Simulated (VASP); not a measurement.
Runs of VASP 6.6.1 on Zn3AsN. The structure is that of space group Pm-3m (No. 221), or close to it. The cells are those of the table. 

```csv
task,cell,k mesh,cutoff (eV),smearing,gap on the mesh (eV),pressure (GPa),relaxed volume (Å³/atom)
relaxation of cell and atoms,"relaxed from a = 4.171 Å, 5 atoms",8 × 8 × 8,600,fermi-dirac 0.15 eV,none,0.0,14.60
relaxation of cell and atoms,"relaxed from a = 3.944 Å, 5 atoms",6 × 6 × 6,600,gaussian 0.1 eV,none,0.1,(a)
single point,"a = 4.171 Å, 5 atoms",8 × 8 × 8,520,gaussian 0.1 eV,none,0.5,-
single point,"a = 4.173 Å, 5 atoms",8 × 8 × 8,520,fermi-dirac 0.15 eV,none,0.5,-
```

Alike in all rows: level PBE; potentials or basis VASP PAW PBE potentials, release 64 (Zn, As, N); no spin polarisation.

Task: Estimate the missing entries.

Result: (a) 14.57.

Caveats: the volume moved by over 15 % at a fixed basis, so the end points are rough (some runs).

A k mesh can miss the band edges, and the runs leave out spin-orbit coupling on As.

A gap of «none» marks levels without a gap at the run's occupations.
